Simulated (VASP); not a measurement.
# H17O8F in VASP: notebook, part 2 of 2

VASP 6.6.1. Earlier steps stand in the parts before.

**3. Single point, r2SCAN+D3(BJ)**

This run uses another cell than the first one, of 9.84 Å³/atom.

File POSCAR:

```
H17O8F
1.0
    6.3482600000      0.0000000000      0.0000000000
    0.0000000000      6.3482600000      0.0000000000
    0.0000000000      0.0000000000      6.3482600000
O H F
8 17 1
Direct
    0.8908267777      0.1156379858      0.3293815943
    0.2158386708      0.9679030159      0.1458509891
    0.2662619363      0.1814197906      0.5975653171
    0.7460469483      0.8880701169      0.8934731722
    0.5273255979      0.2173824008      1.1231896614
    0.6987583999      0.7873023474      0.4934895546
    0.2494541811      0.5824903202      0.8171372943
    0.3604767291      0.5908863216      0.3590432654
    0.7806233519      0.1965262922      0.2621348212
    0.8169482661      0.0205725663      0.4174687237
    0.0812348581      1.0428369348      0.2080570109
    0.1858777051      0.9108480119      0.0122080696
    0.1386836708      0.1850900877      0.5082810093
    0.3745120710      0.2579446967      0.5209458970
    0.6698685939      1.0062599831      0.9554901658
    0.7145737572      0.8504377577      0.7474804120
    0.4508794536      0.2806280776      0.9992816929
    0.4376317290      0.1005629889      1.1512445930
    0.5767249609      0.7053428814      0.4360407419
    0.8290618217      0.7214417809      0.4607404234
    0.2470125672      0.4981049925      0.6900631039
    0.1378330440      0.5278139207      0.9015068696
    0.2893548783      0.7188111388      0.3038785431
    0.4357729520      0.5518992606      0.2297794986
    0.8231704436      0.7554668523      0.0292363577
    0.8922602414      0.6385844310      0.1076830502
```

File INCAR.step1:

```
SYSTEM = H17O8F
  ALGO = Normal
  EDIFF = 1E-5
  ENCUT = 580
  GGA = PE
  GGA_COMPAT = .False.
  ISMEAR = -1
  LASPH = .True.
  LCHARG = .False.
  LREAL = .False.
  LWAVE = .True.
  NBANDS = 55
  NELM = 120
  PREC = Accurate
  SIGMA = 0.02
```

File INCAR.step2:

```
SYSTEM = H17O8F
  ALGO = Normal
  EDIFF = 1E-6
  ENCUT = 580
  GGA_COMPAT = .False.
  ISIF = 2
  ISMEAR = -1
  ISTART = 1
  IVDW = 12
  LASPH = .True.
  LCHARG = .True.
  LELF = .True.
  LMIXTAU = .True.
  LREAL = .False.
  LVHAR = .True.
  LWAVE = .False.
  METAGGA = R2SCAN
  NBANDS = 55
  NELM = 120
  PREC = Accurate
  SIGMA = 0.02
  VDW_A1 = 0.49484001
  VDW_A2 = 5.73083694
  VDW_S6 = 1.0
  VDW_S8 = 0.78981345
```

File KPOINTS:

```
k-points
0
Gamma
  1 1 1
  0 0 0
```

Potentials or basis: VASP PAW PBE potentials, release 64 (O, H, F).

On the command line:

```console
cat potpaw_PBE.64/O/POTCAR potpaw_PBE.64/H/POTCAR potpaw_PBE.64/F/POTCAR > POTCAR
cp INCAR.step1 INCAR
mpirun -np 1 vasp_gam > vasp.out
cp INCAR.step2 INCAR
mpirun -np 1 vasp_gam > vasp.out
```

OUTCAR:

```text
SYSTEM = H17O8F
   EDIFF = 1E-6
   ENCUT = 580
   ISIF = 2
   ISMEAR = -1
   ISTART = 1
   IVDW = 12
   LASPH = .True.
   LREAL = .False.
   METAGGA = R2SCAN
   NELM = 120
   PREC = Accurate
 IVDW          = 12

 ion  position               nearest neighbor table
   1  0.891  0.116  0.329-  10 0.95   9 0.97
   2  0.216  0.968  0.146-  12 0.94  11 1.05
   3  0.266  0.181  0.598-  14 0.97  13 0.99
   4  0.746  0.888  0.893-  15 0.98  16 0.98  25 1.30
   5  0.527  0.217  0.123-  18 0.95  17 1.01
   6  0.699  0.787  0.493-  20 0.95  19 1.00
   7  0.249  0.582  0.817-  22 0.95  21 0.97
   8  0.360  0.591  0.359-  24 0.98  23 0.99
   9  0.781  0.197  0.262-   1 0.97
  10  0.817  0.021  0.417-   1 0.95
  11  0.081  0.043  0.208-   2 1.05
  12  0.186  0.911  0.012-   2 0.94
  13  0.139  0.185  0.508-   3 0.99
  14  0.375  0.258  0.521-   3 0.97
[... 8 lines left out ...]
  23  0.289  0.719  0.304-   8 0.99
  24  0.436  0.552  0.230-   8 0.98
  25  0.823  0.755  0.029-  26 1.00   4 1.30
  26  0.892  0.639  0.108-  25 1.00

  LATTYP: Found a simple cubic cell.
 ALAT       =     6.3482600000

  Lattice vectors:
[... 207 lines left out ...]
 fundamental gap:      5.3096766194
 Fermi energy:        -3.4940836074

 k-point     1 :       0.0000    0.0000    0.0000
  band No.  band energies     occupation
      1     -26.7483      2.00000
      2     -24.5925      2.00000
      3     -24.1166      2.00000
      4     -23.9583      2.00000
      5     -23.8212      2.00000
      6     -23.4504      2.00000
[... 40 lines left out ...]
     47       7.5506      0.00000
     48       7.8210      0.00000
 [bands above 48 left out]

------------------------ aborting loop because EDIFF is reached ----------------------------------------

 Edisp (eV)   -0.43384

 E8    (eV) :    -0.0621

  FORCE on cell =-STRESS in cart. coord.  units (eV):
  Direction    XX          YY          ZZ          XY          YZ          ZX
  --------------------------------------------------------------------------------------
  -------------------------------------------------------------------------------------
  Total      -0.17281     3.13706     0.34270     2.20511    -0.90337    -0.87467
  in kB      -1.08224    19.64581     2.14615    13.80947    -5.65734    -5.47759
  external pressure =        6.90 kB  Pullay stress =        0.00 kB

 VOLUME and BASIS-vectors are now :
 -----------------------------------------------------------------------------
  energy-cutoff  :      580.00
  volume of cell :      255.84
      direct lattice vectors                 reciprocal lattice vectors
     6.348260000  0.000000000  0.000000000     0.157523479  0.000000000  0.000000000
     0.000000000  6.348260000  0.000000000     0.000000000  0.157523479  0.000000000
     0.000000000  0.000000000  6.348260000     0.000000000  0.000000000  0.157523479

 POSITION                                       TOTAL-FORCE (eV/Angst)
 -----------------------------------------------------------------------------------
      5.65520      0.73410      2.09100         0.946746      1.528737     -0.309641
      1.37020      6.14450      0.92590        -0.641928      0.756614      1.940761
      1.69030      1.15170      3.79350        -0.374935      0.162038     -0.355832
      4.73610      5.63770      5.67200         0.066985      0.975238      0.539920
      3.34760      1.38000      0.78204         0.706843      1.991940     -2.044258
      4.43590      4.99800      3.13280        -0.591018      0.532884      0.739974
[... 18 lines left out ...]
      5.22570      4.79590      0.18560        -0.139287      0.061152     -0.664464
      5.66430      4.05390      0.68360         0.590940     -1.186642      1.060776
 -----------------------------------------------------------------------------------
    total drift:                               -0.000310      0.001286     -0.000883

  FREE ENERGIE OF THE ION-ELECTRON SYSTEM (eV)
  ---------------------------------------------------
  free  energy   TOTEN  =      -136.0324385874 eV

  energy  without entropy=     -136.0324385873  energy(sigma->0) =     -136.03243859
```

OUTCAR.step1:

```text
SYSTEM = H17O8F
   EDIFF = 1E-5
   ENCUT = 580
   GGA = PE
   ISMEAR = -1
   LASPH = .True.
   LREAL = .False.
   NELM = 120
[... 322 lines left out ...]
      4.43590      4.99800      3.13280        -0.563589      0.887064      0.992745
[... 18 lines left out ...]
      5.22570      4.79590      0.18560        -0.314281      0.325736     -0.850696
      5.66430      4.05390      0.68360         0.763167     -1.548204      1.248591
 -----------------------------------------------------------------------------------
    total drift:                                0.001153      0.002340      0.001167

  FREE ENERGIE OF THE ION-ELECTRON SYSTEM (eV)
  ---------------------------------------------------
  free  energy   TOTEN  =      -124.7239755797 eV

  energy  without entropy=     -124.7239755796  energy(sigma->0) =     -124.72397558
```

It took 6.2 min on 1 thread of Intel Xeon 8259CL, shared host; peak memory 0.36 GiB.

What came out:

```yaml
Free_energy: -136.0324 eV
Pressure: 0.7 GPa
Largest_force: 2.940 eV/Å
Dispersion_energy_per_atom: -0.017 eV
```

Forces in eV/Å, atoms in the order of the input:
```
O    0.947  1.529 -0.310
O   -0.642  0.757  1.941
O   -0.375  0.162 -0.356
O    0.067  0.975  0.540
O    0.707  1.992 -2.044
O   -0.591  0.533  0.740
O    0.494  0.238 -0.129
O    0.499  0.759 -1.301
H   -0.121  0.325 -0.458
H   -0.824 -1.312  0.686
H    1.178 -1.151 -0.842
H   -0.488 -0.546 -1.244
H    0.772  0.074  0.356
H   -0.438 -0.216 -0.126
H   -0.068 -0.017 -0.538
H   -0.505  0.067 -0.299
H    0.918 -0.302  1.200
H   -1.525 -1.251  0.572
H    0.227  0.096  0.350
H    0.475 -0.808 -0.574
H    0.028 -0.013  0.137
H   -0.685 -0.105  0.471
H   -0.201 -0.103  0.380
H   -0.301 -0.558  0.451
H   -0.139  0.061 -0.664
F    0.591 -1.187  1.061
```

Caveat: the k points lie up to 0.99 Å⁻¹ apart; the atoms stand as in a frame of molecular dynamics; the PAW data sets were made with another functional, which shifts forces and pressure a little.

**4. Single point, r2SCAN+D3(BJ)**

This run uses another cell than the first one, of 10.54 Å³/atom.

File POSCAR:

```
H17O8F
1.0
    6.4950650000      0.0000000000      0.0000000000
    0.0000000000      6.4950650000      0.0000000000
    0.0000000000      0.0000000000      6.4950650000
O H F
8 17 1
Direct
    0.8877201383      0.1297446600      0.3096658771
    0.2030618631      0.9347866419      0.1203529141
    0.2294973183      0.1528083245      0.5977307386
    0.7705850519      0.8979894735      0.8842097808
    0.5202719295      0.2249092195      1.0925525765
    0.7081992251      0.7777443336      0.4766080093
    0.2600743795      0.5197792478      0.8631014470
    0.3763472729      0.6014874370      0.3407510163
    0.7918473487      0.2194435314      0.2371646781
    0.8045954890      0.0281136524      0.3880176719
    0.0661271288      0.9897514498      0.1726541613
    0.1898672300      0.9204988711     -0.0249266174
    0.1142867700      0.1847248642      0.5132204220
    0.3081416429      0.0668199625      0.5055222696
    0.7118173567      1.0178804985      0.9517533697
    0.7126949461      0.8947716459      0.7492919624
    0.4812576933      0.3272176645      0.9900747722
    0.4254922776      0.1130088767      1.1212666848
    0.5655986507      0.7286609141      0.4629052981
    0.7901075663      0.6592235797      0.4244607252
    0.2372416596      0.4165778172      0.7601309610
    0.1438938640      0.5132820072      0.9511529138
    0.3354084986      0.7114786380      0.2447088674
    0.4117433775      0.4755302680      0.2645547042
    0.8353265133      0.7072292579      0.0074056226
    0.8895369022      0.6001171659      0.0913770686
```

File INCAR.step1:

```
ALGO = Normal ; EDIFF = 1E-5
ENCUT = 580 ; GGA = PE
GGA_COMPAT = F ; ISMEAR = -1
LASPH = T ; LCHARG = F
LREAL = F ; LWAVE = T
NBANDS = 55 ; NELM = 120
PREC = Accurate ; SIGMA = 0.02
```

File INCAR.step2:

```
ALGO = Normal ; EDIFF = 1E-6
ENCUT = 580 ; GGA_COMPAT = F
ISIF = 2 ; ISMEAR = -1
ISTART = 1 ; IVDW = 12
LASPH = T ; LCHARG = F
LMIXTAU = T ; LREAL = F
LWAVE = F ; METAGGA = R2SCAN
NBANDS = 55 ; NELM = 120
PREC = Accurate ; SIGMA = 0.02
VDW_A1 = 0.49484001 ; VDW_A2 = 5.73083694
VDW_S6 = 1.0 ; VDW_S8 = 0.78981345
```

File KPOINTS:

```
k-points
0
Gamma
  1 1 1
```

On the command line:

```console
cat potpaw_PBE.64/O/POTCAR potpaw_PBE.64/H/POTCAR potpaw_PBE.64/F/POTCAR > POTCAR
cp INCAR.step1 INCAR
mpirun -np 1 vasp_gam > vasp.out
cp INCAR.step2 INCAR
mpirun -np 1 vasp_gam > vasp.out
```

Wall time 5.1 min (1 thread of Intel Xeon 8259CL, shared host); peak memory 0.42 GiB.

The run converged. Its results:

- Free energy: -136.3760 eV
- Pressure: -0.7 GPa
- Largest force: 1.744 eV/Å
- Dispersion energy per atom: -0.016 eV

Forces on the atoms (eV/Å):
```
O   -0.103 -0.213  0.478
O   -0.511  0.535  1.183
O    0.806 -0.255  0.399
O    0.204  0.467  0.894
O    1.628  0.416  0.468
O    0.780 -0.452  0.159
O    1.113  0.192 -0.169
O   -0.122 -0.100 -0.202
H   -0.080 -0.210  0.048
H    0.244  0.125 -0.546
H    1.076 -0.206 -0.331
H   -0.186 -0.198 -0.817
H   -1.141  0.305 -0.597
H    0.214 -0.025  0.195
H   -0.060 -0.025  0.229
H   -0.020 -0.578 -0.993
H   -0.880 -0.478  0.033
H   -0.988  0.254 -0.636
H   -0.031 -0.430 -0.409
H   -0.572  1.211  0.312
H    0.046 -0.403 -0.565
H   -0.966  0.101  0.737
H   -0.204 -0.651 -0.043
H   -0.138  0.733  0.185
H   -0.444  0.967 -0.612
F    0.336 -1.083  0.602
```

Stress tensor (GPa, compression positive):
```
 0.04  1.07  1.24
 1.07 -2.68  0.21
 1.24  0.21  0.61
```

Levels at points of the mesh, in eV from the Fermi level:
| k point | band 34 | band 35 | band 36 | band 37 | band 38 | band 39 |
| --- | --- | --- | --- | --- | --- | --- |
| (0.00, 0.00, 0.00) | -0.97 | -0.61 | -0.47 | 4.84 | 8.08 | 8.48 |

Caveat: the k points lie up to 0.97 Å⁻¹ apart; the PAW data sets were made with another functional, which shifts forces and pressure a little.

**5. Single point, r2SCAN+D3(BJ)**

This run uses another cell than the first one, of 10.54 Å³/atom.

File POSCAR:

```
H17O8F
1.0
    6.4950650000      0.0000000000      0.0000000000
    0.0000000000      6.4950650000      0.0000000000
    0.0000000000      0.0000000000      6.4950650000
O H F
8 17 1
Direct
    0.8934629600      0.1383204017      0.3070792979
    0.2025999740      0.9326465555      0.1175507866
    0.2324842015      0.1496828746      0.6052749280
    0.7675057909      0.9023774204      0.8816847868
    0.5313726652      0.2294819220      1.1005894475
    0.6974833970      0.7704464851      0.4802723298
    0.2565178332      0.5345289077      0.8588366706
    0.3753311168      0.6053211169      0.3382260224
    0.7849652005      0.2215066362      0.2493123625
    0.8217469725      0.0158274013      0.3547154647
    0.0830784603      1.0025765716      0.1646942717
    0.1656334463      0.8874122122     -0.0197226664
    0.1061267285      0.1897902484      0.5264766403
    0.3248928225      0.0912231055      0.5023352345
    0.6875065915      1.0060407402      0.9523846182
    0.7314938342      0.8712152996      0.7365900110
    0.4706496394      0.3048930226      0.9860101477
    0.4037680916      0.1347792516      1.1109357643
    0.5729426880      0.7093693443      0.4122976444
    0.7949420060      0.6762980817      0.4338370748
    0.2157946071      0.4194107372      0.7725865715
    0.1376429643      0.5463532698      0.9544323267
    0.3071716757      0.6978990972      0.2443239598
    0.4170089137      0.5004568853      0.2408443949
    0.8438252735      0.7226871479      0.0214624488
    0.8944945124      0.6100477824      0.0968119642
```

File INCAR.step1:

```
SYSTEM = H17O8F
  PREC = Accurate
  ENCUT = 580
  ISMEAR = -1
  SIGMA = 0.02
  LREAL = .FALSE.
  LASPH = .TRUE.
  NELM = 120
  NBANDS = 55
  GGA = PE
  ALGO = Normal
  EDIFF = 1E-5
  LWAVE = .TRUE.
  LCHARG = .FALSE.
  GGA_COMPAT = .FALSE.
```

File INCAR.step2:

```
SYSTEM = H17O8F
  PREC = Accurate
  ENCUT = 580
  EDIFF = 1E-6
  ISMEAR = -1
  SIGMA = 0.02
  LREAL = .FALSE.
  LASPH = .TRUE.
  NELM = 120
  ALGO = Normal
  ISIF = 2
  LWAVE = .FALSE.
  LCHARG = .FALSE.
  METAGGA = R2SCAN
  LMIXTAU = .TRUE.
  IVDW = 12
  VDW_S6 = 1.0
  VDW_S8 = 0.78981345
  VDW_A1 = 0.49484001
  VDW_A2 = 5.73083694
  NBANDS = 55
  ISTART = 1
  GGA_COMPAT = .FALSE.
```

File KPOINTS:

```
Automatic mesh
0
G
  1 1 1
  0 0 0
```

On the command line:

```console
cat potpaw_PBE.64/O/POTCAR potpaw_PBE.64/H/POTCAR potpaw_PBE.64/F/POTCAR > POTCAR
cp INCAR.step1 INCAR
mpirun -np 1 vasp_gam > vasp.out
cp INCAR.step2 INCAR
mpirun -np 1 vasp_gam > vasp.out
```

Run time: 6.2 min. Hardware: 1 thread of Intel Xeon 8259CL, shared host; peak memory 0.42 GiB.

Results (log left out):

| Quantity | Value |
| --- | --- |
| Free energy | -136.2950 eV |
| Pressure | -0.4 GPa |
| Largest force | 2.775 eV/Å |
| Dispersion energy per atom | -0.016 eV |

Forces in eV/Å, atoms in the order of the input:
```
O    0.342 -0.140  0.272
O    1.371 -0.526 -0.765
O   -0.826  0.303 -0.729
O    0.738 -0.640 -0.005
O   -2.454 -1.204 -0.481
O   -0.890  1.415  0.403
O   -0.961 -0.261  0.973
O    0.018 -0.491 -0.522
H   -0.160  0.237 -0.328
H   -0.199 -0.315  0.348
H   -1.295  0.891  0.709
H    0.263  0.079 -0.147
H    1.053 -0.568  0.394
H   -0.370  0.275  0.385
H   -0.349  0.253 -0.473
H   -0.312  0.212  0.601
H    0.603  0.844 -0.293
H    1.516  0.282  0.514
H   -0.563  0.272  0.465
H    1.945 -1.174 -0.477
H    0.337 -0.001 -0.348
H    0.699 -0.051 -0.542
H   -0.544  0.946  0.012
H    0.281 -0.614  0.261
H   -0.914  1.488 -1.259
F    0.672 -1.511  1.031
```

Stress tensor (GPa, compression positive):
```
-0.37 -1.37 -0.18
-1.37  0.28 -0.63
-0.18 -0.63 -1.22
```

Levels at points of the mesh, in eV from the Fermi level:
```
           k point  band 32  band 33  band 34  band 35  band 36  band 37  band 38  band 39  band 40  band 41
(0.00, 0.00, 0.00)    -1.08    -0.88    -0.82    -0.60    -0.52     5.07     8.46     8.68     8.95     9.05
```

Caveat: the k points lie up to 0.97 Å⁻¹ apart; the PAW data sets were made with another functional, which shifts forces and pressure a little.

**6. Summary**

```csv
cell,pressure (GPa),largest force (eV/Å)
"a = 6.387 Å, 26 atoms, atomic positions A",-0.5,3.82
"a = 6.348 Å, 26 atoms, atomic positions B",0.7,2.94
"a = 6.495 Å, 26 atoms, atomic positions C",-0.7,1.74
"a = 6.495 Å, 26 atoms, atomic positions D",-0.4,2.78
```

Alike in all rows: task single point; level r2SCAN+D3(BJ); potentials or basis VASP PAW PBE potentials, release 64 (O, H, F); no spin polarisation; k mesh 1 × 1 × 1; cutoff (eV) 580; smearing fermi-dirac 0.02 eV.

Caveats: all runs use coarse meshes; the PAW data sets were made with another functional, which shifts forces and pressure a little; the atoms stand as in a frame of molecular dynamics (at least some runs).

Absolute energies hang on the potentials; compare differences alone.
